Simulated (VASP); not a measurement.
## Ir: relaxation of cell and atoms with LDA

The system is Ir.

```
Ir
1.0
     2.49000    0.00000    0.00000
     0.00000    2.49000    0.00000
     0.00000    0.00000    2.49000
Ir
1
Direct
  0.00000 0.00000 0.00000
```

- Program: VASP 6.6.1
- Task: relaxation of cell and atoms
- Functional: LDA
- Potentials or basis: VASP PAW LDA potentials, release 64 (Ir)
- Cutoff: 500 eV
- k mesh: 9 × 9 × 9
- Occupations: fermi-dirac, width 0.05 eV
- Spin: no spin polarisation
- Dipole correction: no
- Further INCAR settings: ALGO = Normal; EDIFF = 1e-07; IBRION = 2; EDIFFG = -0.01; NSW = 60; ISIF = 3

```json
{"Relaxed volume": "16.25 Å³/atom", "Relaxed cell": "a = 2.533 Å, b = 2.533 Å, c = 2.533 Å, α = 90.00°, β = 90.00°, γ = 90.00°", "Space group after relaxing (to 0.05 Å)": "Pm-3m (No. 221)", "Energy gained by relaxing": "40.4 meV/atom", "Ionic steps": "15", "Pressure after relaxing": "0.1 GPa"}
```

The path:
```tsv
step	energy change (eV)	largest force (eV/Å)	pressure (GPa)	volume (Å³)
1	0.0000	0.0000	16.74	15.44
2	0.3283	0.0000	-32.21	19.33
3	-0.0402	0.0000	-1.12	16.32
4	-0.0404	0.0000	-0.11	16.26
5	-0.0404	0.0000	0.20	16.24
6	-0.0404	0.0000	0.19	16.24
7	-0.0404	0.0000	0.17	16.24
8	-0.0404	0.0000	0.16	16.24
9	-0.0404	0.0000	0.16	16.24
10	-0.0404	0.0000	0.16	16.24
11	-0.0404	0.0000	0.16	16.24
12	-0.0404	0.0000	0.16	16.24
13	-0.0404	0.0000	0.15	16.24
14	-0.0404	0.0000	0.13	16.25
15	-0.0404	0.0000	0.09	16.25
```

Final structure:
```
Ir
1.0
     2.53280    0.00000    0.00000
     0.00000    2.53280    0.00000
     0.00000    0.00000    2.53280
Ir
1
Direct
  0.00000 0.00000 0.00000
```

Levels at points of the mesh, in eV from the Fermi level:
| k point | band 3 | band 4 | band 5 | band 6 | band 7 | band 8 |
| --- | --- | --- | --- | --- | --- | --- |
| (0.00, 0.00, 0.00) | -6.35 | 1.40 | 1.40 | 1.40 | 15.82 | 15.82 |

Wall time 39 s on 1 thread of Intel Xeon 8259CL (shared host), peak memory 0.12 GiB.

Caveat: spin-orbit coupling is left out, which moves the levels of the heavy elements.
